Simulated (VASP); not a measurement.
Input of a VASP 6.6.1 run:

INCAR

```
ALGO = Normal
EDIFF = 1E-6
ENCUT = 520
GGA = PE
ISIF = 2
ISMEAR = 0
LASPH = T
LCHARG = T
LELF = T
LREAL = F
LVHAR = T
LWAVE = F
NBANDS = 46
NELM = 80
PREC = Accurate
SIGMA = 0.01
```

The input KPOINTS:

```
k-points
0
Gamma
  4 4 4
```

File POSCAR:

```
Cd3HgTe4
1.0
   -3.2806086520      3.2806086520      6.5615856287
    3.2806086520     -3.2806086520      6.5615856287
    3.2806086520      3.2806086520     -6.5615856287
Cd Te Hg
3 4 1
Direct
    0.7500000000      0.2500000000      0.5000000000
    0.5000000000      0.5000000000      0.0000000000
    0.2500000000      0.7500000000      0.5000000000
    0.1254462199      0.6236375372      0.0000000000
    0.8745537801      0.8745537801      0.4981913173
    0.6236375372      0.1254462199      0.0000000000
    0.3763624628      0.3763624628      0.5018086827
    0.0000000000      0.0000000000      0.0000000000
```

Potentials or basis: VASP PAW PBE potentials, release 64 (Cd, Te, Hg).

Command:

```bash
$ cat potpaw_PBE.64/Cd/POTCAR potpaw_PBE.64/Te/POTCAR potpaw_PBE.64/Hg/POTCAR > POTCAR
$ mpirun -np 1 vasp_std > vasp.out
```

Predict the band gap on the k mesh.

0.28 eV.

Predict the pressure.

1.2 GPa.

Forces on the atoms (eV/Å):
```
Cd   0.000  0.000  0.000
Cd   0.000  0.000  0.000
Cd   0.000  0.000  0.000
Te   0.002 -0.002  0.002
Te   0.002  0.002 -0.002
Te  -0.002  0.002  0.002
Te  -0.002 -0.002 -0.002
Hg   0.000  0.000  0.000
```

Caveat: spin-orbit coupling is left out, which moves the levels of the heavy elements.
